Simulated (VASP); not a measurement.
Write the native input for VASP 6.6.1 that does the following.

| Item | Value |
| --- | --- |
| Task | single point |
| Functional | PBE-based global hybrid |
| Potentials or basis | VASP PAW PBE potentials, release 64 (Rb_sv, Cl) |
| Cutoff | 400 eV |
| k mesh | 4 × 4 × 4 |
| Occupations | gaussian, width 0.01 eV |
| Spin | no spin polarisation |
| Dipole correction | no |
| Grid for exact exchange (PRECFOCK) | Normal |
| Share of exact exchange | 0.75 |
| Further INCAR settings | ALGO = Normal; EDIFF = 1e-06; NBANDS = 15 |

The system is RbCl.

```
Rb Cl
1.0
     0.00000    3.30573    3.30573
     3.30573    0.00000    3.30573
     3.30573    3.30573    0.00000
Rb Cl
1 1
Direct
  0.00000 0.00000 0.00000
  0.50000 0.50000 0.50000
```

These files were run (other wordings do the same):

POSCAR

```
RbCl
1.0
    0.0000000000      3.3057264139      3.3057264139
    3.3057264139      0.0000000000      3.3057264139
    3.3057264139      3.3057264139      0.0000000000
Rb Cl
1 1
Direct
    0.0000000000      0.0000000000      0.0000000000
    0.5000000000      0.5000000000      0.5000000000
```

INCAR.step1

```
SYSTEM = RbCl
ALGO = Normal
EDIFF = 1E-5
ENCUT = 400
GGA = PE
GGA_COMPAT = .False.
ISIF = 2
ISMEAR = 0
LASPH = .True.
LCHARG = .False.
LREAL = .False.
LWAVE = .True.
NBANDS = 15
NELM = 120
PREC = Accurate
SIGMA = 0.01
```

INCAR.step2

```
SYSTEM = RbCl
AEXX = 0.75
ALGO = Normal
EDIFF = 1E-6
ENCUT = 400
GGA = PE
GGA_COMPAT = .False.
ISIF = 2
ISMEAR = 0
ISTART = 1
LASPH = .True.
LCHARG = .False.
LHFCALC = .True.
LREAL = .False.
LWAVE = .False.
NBANDS = 15
NELM = 120
PREC = Accurate
PRECFOCK = Normal
SIGMA = 0.01
```

KPOINTS

```
k-points
0
Gamma
  4 4 4
  0 0 0
```

Potentials or basis: VASP PAW PBE potentials, release 64 (Rb_sv, Cl).

Command:

```console
$ cat potpaw_PBE.64/Rb_sv/POTCAR potpaw_PBE.64/Cl/POTCAR > POTCAR
$ cp INCAR.step1 INCAR
$ mpirun -np 1 vasp_std > vasp.out
$ cp INCAR.step2 INCAR
$ mpirun -np 1 vasp_std > vasp.out
```

Results of the run:

- Pressure: -0.4 GPa
- Band gap on the k mesh: 11.22 eV, direct

Caveat: the PAW data sets were made with another functional, which shifts forces and pressure a little.

It took 3.8 min on 1 thread of Intel(R) Xeon(R) Platinum 8488C (Sapphire Rapids), with other jobs on the host, peak memory 0.16 GiB.
